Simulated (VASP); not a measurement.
Write the native input for VASP 6.6.1 that does the following.

| Item | Value |
| --- | --- |
| Task | relaxation of cell and atoms |
| Functional | PBE |
| Potentials or basis | VASP PAW PBE potentials, release 64 (Al, Ga_d, P) |
| Cutoff | 600 eV |
| k mesh | 6 × 6 × 4 |
| Occupations | gaussian, width 0.02 eV |
| Spin | no spin polarisation |
| Dipole correction | no |
| Further INCAR settings | ALGO = Normal; EDIFF = 1e-06; IBRION = 2; EDIFFG = -0.01; NSW = 100; ISIF = 3 |

The structure of AlGa5P6 lies in POSCAR:

```
AlGa5P6
1.0
    6.7172549466      0.0000000000      0.0000000000
   -3.3586274733      5.8173134274      0.0000000000
    0.0000000000      0.0000000000      6.3809128955
Al Ga P
1 5 6
Direct
    0.0000000000      0.0000000000      0.4991355765
    0.3333333333      0.6666666667      0.4998778011
    0.6666666667      0.3333333333      0.4998778011
    0.0000000000      0.6666162524      0.0000716148
    0.6666162524      0.0000000000      0.0000716148
    0.3333837476      0.3333837476      0.0000716148
    0.3333333333      0.6666666667      0.8742414969
    0.0000000000      0.0000000000      0.8732330166
    0.6666666667      0.3333333333      0.8742414969
    0.0000000000      0.6668628751      0.3743926756
    0.6668628751      0.0000000000      0.3743926756
    0.3331371249      0.3331371249      0.3743926756
```

One way to write it, as run:

INCAR

```
SYSTEM = AlGa5P6
PREC = Accurate ; ENCUT = 600
EDIFF = 1E-6 ; ISMEAR = 0
SIGMA = 0.02 ; LREAL = .False.
LASPH = .True. ; NELM = 100
ALGO = Normal ; ISIF = 3
LWAVE = .False. ; LCHARG = .False.
GGA = PE ; IBRION = 2
NSW = 100 ; EDIFFG = -0.01
```

KPOINTS

```
regular mesh
0
Gamma
  6 6 4
  0 0 0
```

Potentials or basis: VASP PAW PBE potentials, release 64 (Al, Ga_d, P).

Launch:

```console
$ cat potpaw_PBE.64/Al/POTCAR potpaw_PBE.64/Ga_d/POTCAR potpaw_PBE.64/P/POTCAR > POTCAR
$ mpirun -np 1 vasp_std > vasp.out
```

Results of the run:

- Relaxed volume: 20.87 Å³/atom
- Relaxed cell: a = 6.725 Å, b = 6.725 Å, c = 6.394 Å, α = 90.00°, β = 90.00°, γ = 120.00°
- Space group after relaxing (to 0.1 Å): P31m (No. 157)
- Energy gained by relaxing: 0.1 meV/atom
- Ionic steps: 7
- Pressure after relaxing: 0.0 GPa
- Largest force after relaxing: 0.005 eV/Å
- Band gap on the k mesh: 1.40 eV

Wall time 36 min on 1 thread of Oxide Virtual Turin-like Processor (shared host), peak memory 0.61 GiB.
